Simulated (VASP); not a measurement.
CdSe: single point with PBE

CdSe:

```
CELL_PARAMETERS angstrom
0.00000 2.87396 2.87396
2.87396 0.00000 2.87396
2.87396 2.87396 0.00000
ATOMIC_POSITIONS crystal
Cd 0.00000 0.00000 0.00000
Se 0.50000 0.50000 0.50000
```

```yaml
Program: VASP 6.6.1
Task: single point
Functional: PBE
Potentials_or_basis: VASP PAW PBE potentials, release 64 (Cd, Se)
Cutoff: 500 eV
k_mesh: 8 × 8 × 8
Occupations: gaussian, width 0.028 eV
Spin: no spin polarisation
```

```json
{
  "Pressure": "0.0 GPa",
  "Band gap on the k mesh": "zero (band 9 reaches 2.25 eV, above the bottom of band 10 at 1.81 eV)"
}
```

Levels at points of the mesh, in eV from the Fermi level:
```
           k point  band 7  band 8  band 9  band 10  band 11  band 12
(0.00, 0.00, 0.00)   -0.61   -0.61   -0.61     0.07     8.64     8.64
(0.50, 0.00, 0.00)   -4.94   -0.06   -0.06     3.02     5.26     5.26
(0.50, 0.50, 0.00)   -4.08   -2.05   -2.05    -0.46     5.46     9.70
```

Run time: 16 s on 1 thread of Intel(R) Xeon(R) Platinum 8375C CPU @ 2.90GHz (Ice Lake) (shared host), peak memory 0.17 GiB.
